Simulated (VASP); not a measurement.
# In3GaP2 (P6/mmm) in VASP: a series of runs

Runs on In3GaP2. Level: PBE. Tasks: single point.

Program: VASP 6.6.1. These are calculated values, not measurements. Logs are shortened: lines on timing, memory, paths and dates and some standing lists are left out, and cuts for length are marked.

**1. The cell of the first run**

The structure is hexagonal, space group P6/mmm (No. 191). The conventional cell has a = 6.201 Å, b = 6.201 Å, c = 3.966 Å, α = 90.00°, β = 90.00°, γ = 120.00°. Within 3.5 Å of In (site symmetry mmm) lie 4 P at 2.67 Å and 4 In at 3.10 Å. Within 4.7 Å of Ga (site symmetry 6/mmm) lie 6 P at 3.58 Å and 12 In at 3.68 Å and 2 Ga at 3.97 Å. Within 3.5 Å of P (site symmetry -6m2) lie 6 In at 2.67 Å.

**2. Single point, PBE**

File INCAR:

```
ALGO = Normal ; EDIFF = 1E-6
ENCUT = 520 ; GGA = PE
ISIF = 2 ; ISMEAR = 0
LASPH = True ; LCHARG = True
LELF = True ; LREAL = False
LVHAR = True ; LWAVE = False
NBANDS = 40 ; NELM = 100
PREC = Accurate ; SIGMA = 0.1
```

File KPOINTS:

```
k-points
0
Gamma
  3 3 4
```

File POSCAR:

```
In3GaP2
1.0
    6.2007675400      0.0000000000      0.0000000000
   -3.1003837700      5.3700222100      0.0000000000
    0.0000000000      0.0000000000      3.9660030200
In Ga P
3 1 2
Direct
    0.0000000000      0.5000000000      0.5000000000
    0.5000000000      0.5000000000      0.5000000000
    0.5000000000      0.0000000000      0.5000000000
    0.0000000000      0.0000000000      0.0000000000
    0.3333333300      0.6666666700      0.0000000000
    0.6666666700      0.3333333300      0.0000000000
```

Potentials or basis: VASP PAW PBE potentials, release 64 (In_d, Ga_d, P).

Command:

```sh
> cat potpaw_PBE.64/In_d/POTCAR potpaw_PBE.64/Ga_d/POTCAR potpaw_PBE.64/P/POTCAR > POTCAR
> mpirun -np 1 vasp_std > vasp.out
```

OUTCAR:

```text
EDIFF = 1E-6
   ENCUT = 520
   GGA = PE
   ISIF = 2
   ISMEAR = 0
   LASPH = True
   LREAL = False
   NELM = 100
   PREC = Accurate

 ion  position               nearest neighbor table
   1  0.000  0.500  0.500-   5 2.67   6 2.67   5 2.67   6 2.67   3 3.10   3 3.10   2 3.10   2 3.10

   2  0.500  0.500  0.500-   5 2.67   6 2.67   5 2.67   6 2.67   3 3.10   3 3.10   1 3.10   1 3.10

   3  0.500  0.000  0.500-   5 2.67   6 2.67   5 2.67   6 2.67   1 3.10   2 3.10   2 3.10   1 3.10

   4  0.000  0.000  0.000-
   5  0.333  0.667  0.000-   3 2.67   3 2.67   1 2.67   1 2.67   2 2.67   2 2.67
   6  0.667  0.333  0.000-   3 2.67   3 2.67   1 2.67   1 2.67   2 2.67   2 2.67

  LATTYP: Found a hexagonal cell.
 ALAT       =     6.2007675400
 C/A-ratio  =     0.6395987262

  Lattice vectors:

 A1 = (   6.2007675400,   0.0000000000,   0.0000000000)
 A2 = (  -3.1003837700,   5.3700222100,   0.0000000000)
 A3 = (   0.0000000000,   0.0000000000,   3.9660030200)

Analysis of symmetry for initial positions (statically):
=====================================================================
 Subroutine PRICEL returns:
 Original cell was already a primitive cell.

 Routine SETGRP: Setting up the symmetry group for a
 hexagonal supercell.

 Subroutine GETGRP returns: Found 24 space group operations
 (whereof 24 operations were pure point group operations)
 out of a pool of 24 trial point group operations.

The static configuration has the point symmetry D_6h.

Analysis of symmetry for dynamics (positions and initial velocities):
=====================================================================
 Subroutine PRICEL returns:
 Original cell was already a primitive cell.

 Routine SETGRP: Setting up the symmetry group for a
 hexagonal supercell.

 Subroutine GETGRP returns: Found 24 space group operations
 (whereof 24 operations were pure point group operations)
 out of a pool of 24 trial point group operations.

The dynamic configuration has the point symmetry D_6h.

 Subroutine INISYM returns: Found 24 space group operations
 (whereof 24 operations are pure point group operations),
 and found     1 'primitive' translations

----------------------------------------------------------------------------------------

                                     Primitive cell

  volume of cell :     132.0610
[... 81 lines left out ...]
   EDIFF  = 0.1E-05   stopping-criterion for ELM
   LREAL  =      F    real-space projection
   EDIFFG = 0.1E-04   stopping-criterion for IOM
   NSW    =      0    number of steps for IOM
   IBRION =     -1    ionic relax: 0-MD 1-quasi-New 2-CG
   NFREE  =      0    steps in history (QN), initial steepest desc. (CG)
   ISIF   =      2    stress and relaxation
   ISYM   =      2    0-nonsym 1-usesym 2-fastsym
   POTIM  = 0.5000    time-step for ionic-motion
   TEBEG  =    0.0;   TEEND  =   0.0 temperature during run
   PSTRESS=    0.0 pullay stress
   NELECT =      62.0000    total number of electrons
   NUPDOWN=      -1.0000    fix difference up-down
   EMIN   =  10.00;   EMAX   =-10.00  energy-range for DOS
   EFERMI =   0.00;   METHOD = LEGACY
   ISMEAR =     0;   SIGMA  =   0.10  broadening in eV -4-tet -1-fermi 0-gaus
   EFERMI_NEDOS =   21; number of points for ismear=-14 and -15
   IALGO  =     38    algorithm
   IMIX   =      4    mixing-type and parameters
     AMIX     =   0.40;   BMIX     =  1.00
     AMIX_MAG =   1.60;   BMIX_MAG =  1.00
  volume/ion in A,a.u.               =      22.01       148.53
  Fermi-wavevector in a.u.,A,eV,Ry     =   1.272371  2.404433 22.026863  1.618929
  Thomas-Fermi vector in A             =   2.405253
   LORBIT       =      0    0 simple, 1 ext, 2 COOP (PROOUT), +10 PAW based schemes
   GGA     = PE    functional components
   LHFCALC =     F    Hartree Fock is set to
   AEXX    =    0.0000 exact exchange contribution
   IVDW    =     0    specifies the selected vdW correction
   LEPSILON=     F    determine dielectric tensor
   LRPA    =     F    only Hartree local field effects (RPA)
 non-spin polarized calculation
 Gauss-broadening in eV      SIGMA  =   0.10
  energy-cutoff  :      520.00
  volume of cell :      132.06
 maximum number of plane-waves:      3579
 NGX is ok and might be reduce to    48
   NGX = 23   NGY = 23   NGZ = 15

 number of electron      62.0000046 magnetization

 Free energy of the ion-electron system (eV)
  ---------------------------------------------------
  ext. energy  EPLUGINS =         0.00000000
  ---------------------------------------------------
  free energy    TOTEN  =       -19.17017967 eV

  energy without entropy =      -19.16234391  energy(sigma->0) =      -19.16626179

 E-fermi :   7.0915     XC(G=0): -10.3092

 val. band max:        7.0847620811   @ k =   0.3333   0.3333   0.5000
 cond. band min:       7.1168569143   @ k =   0.3333   0.3333   0.5000
 fundamental gap:      0.0320948332
 Fermi energy:         7.0915258653

 k-point     1 :       0.0000    0.0000    0.0000
  band No.  band energies     occupation
      1      -8.0484      2.00000
      2      -8.0470      2.00000
      3      -8.0470      2.00000
      4      -7.9938      2.00000
      5      -7.9938      2.00000
      6      -7.9781      2.00000
[... 376 lines left out ...]
     39      12.2905      0.00000
     40      12.3163      0.00000

------------------------ aborting loop because EDIFF is reached ----------------------------------------

  FORCE on cell =-STRESS in cart. coord.  units (eV):
  Direction    XX          YY          ZZ          XY          YZ          ZX
  --------------------------------------------------------------------------------------
  -------------------------------------------------------------------------------------
  Total        7.5065707      7.5065707      7.3690851      0.0000000     -0.0000000      0.0000000
  in kB       91.0704726     91.0704725     89.4024836      0.0000000     -0.0000000      0.0000000
  external PRESSURE =      90.5144762 kB  Pullay stress =       0.0000000 kB

 VOLUME and BASIS-vectors are now :
 -----------------------------------------------------------------------------
  energy-cutoff  :      520.00
  volume of cell :      132.06
      direct lattice vectors                 reciprocal lattice vectors
     6.200767540  0.000000000  0.000000000     0.161270358  0.093109485  0.000000000
    -3.100383770  5.370022210  0.000000000     0.000000000  0.186218969  0.000000000
     0.000000000  0.000000000  3.966003020     0.000000000  0.000000000  0.252143025

 POSITION                                       TOTAL-FORCE (eV/Angst)
 -----------------------------------------------------------------------------------
     -1.55019      2.68501      1.98300         0.000000      0.000000      0.000000
      1.55019      2.68501      1.98300         0.000000      0.000000      0.000000
      3.10038      0.00000      1.98300         0.000000      0.000000      0.000000
      0.00000      0.00000      0.00000         0.000000      0.000000      0.000000
     -0.00000      3.58001      0.00000        -0.000000     -0.000000      0.000000
      3.10038      1.79001      0.00000         0.000000      0.000000     -0.000000
 -----------------------------------------------------------------------------------
    total drift:                                0.000000      0.000000     -0.000000

  FREE ENERGIE OF THE ION-ELECTRON SYSTEM (eV)
  ---------------------------------------------------
  free  energy   TOTEN  =       -19.1701796724 eV

  energy  without entropy=      -19.1623439080  energy(sigma->0) =      -19.16626179
```

Wall time 30 s (1 thread of Intel Xeon 6975P-C (Granite Rapids), shared host); peak memory 0.25 GiB.

What came out:

| Property | Result |
| --- | --- |
| Free energy | -19.1702 eV |
| Pressure | 9.1 GPa |
| Band gap on the k mesh | zero (band 31 reaches 8.52 eV, above the bottom of band 32 at 6.37 eV) |

Stress tensor (GPa, compression positive):
```
9.11 0.00 0.00
0.00 9.11 0.00
0.00 0.00 8.94
```

Levels at points of the mesh, in eV from the Fermi level:
| k point | band 28 | band 29 | band 30 | band 31 | band 32 | band 33 | band 34 | band 35 |
| --- | --- | --- | --- | --- | --- | --- | --- | --- |
| (0.00, 0.00, 0.00) | -3.58 | -1.90 | -0.54 | 0.84 | 1.51 | 1.51 | 3.55 | 3.58 |
| (0.00, 0.00, 0.50) | -2.76 | -2.76 | -1.45 | -1.45 | -0.72 | -0.72 | -0.30 | 3.09 |

Caveat: the k points lie up to 0.40 Å⁻¹ apart; spin-orbit coupling is left out, which moves the levels of the heavy elements.

**3. Single point, PBE**

This run uses another cell than the first one, of 25.60 Å³/atom, 1.163 times its volume.

File INCAR:

```
SYSTEM = In3GaP2
PREC = Accurate
ENCUT = 520
EDIFF = 1E-6
ISMEAR = 0
SIGMA = 0.1
LREAL = .False.
LASPH = .True.
NELM = 60
ALGO = Normal
ISIF = 2
LWAVE = .False.
LCHARG = .False.
GGA = PE
NBANDS = 40
```

File KPOINTS:

```
regular mesh
0
Gamma
  3 3 4
  0 0 0
```

File POSCAR:

```
In3GaP2
1.0
    6.6125743607      0.0000000000      0.0000000000
   -3.3062871804      5.7266573808      0.0000000000
    0.0000000000      0.0000000000      4.0563324172
In Ga P
3 1 2
Direct
    0.0000000000      0.5000000000      0.5000000000
    0.5000000000      0.5000000000      0.5000000000
    0.5000000000      0.0000000000      0.5000000000
    0.0000000000      0.0000000000      0.0000000000
    0.3333333333      0.6666666667      0.0000000000
    0.6666666667      0.3333333333      0.0000000000
```

Potentials or basis: VASP PAW PBE potentials, release 64 (In_d, Ga_d, P).

Command:

```sh
> cat potpaw_PBE.64/In_d/POTCAR potpaw_PBE.64/Ga_d/POTCAR potpaw_PBE.64/P/POTCAR > POTCAR
> mpirun -np 1 vasp_std > vasp.out
```

Run time: 36 s. Hardware: 1 thread of Intel Xeon 6975P-C (Granite Rapids), shared host; peak memory 0.27 GiB.

It converged, with:

```
Free energy            : -19.7037 eV
Pressure               : 0.0 GPa
Band gap on the k mesh : zero (band 31 reaches 6.72 eV, above the bottom of band 32 at 5.00 eV)
```

Levels at points of the mesh, in eV from the Fermi level:
| k point | band 27 | band 28 | band 29 | band 30 | band 31 | band 32 | band 33 | band 34 | band 35 | band 36 |
| --- | --- | --- | --- | --- | --- | --- | --- | --- | --- | --- |
| (0.00, 0.00, 0.00) | -3.06 | -2.67 | -1.94 | -0.37 | 1.24 | 1.30 | 1.30 | 3.25 | 3.25 | 3.58 |
| (0.00, 0.00, 0.50) | -3.35 | -2.73 | -2.73 | -1.03 | -1.03 | -0.16 | -0.16 | -0.08 | 2.73 | 2.73 |

Caveat: the k points lie up to 0.39 Å⁻¹ apart; spin-orbit coupling is left out, which moves the levels of the heavy elements.
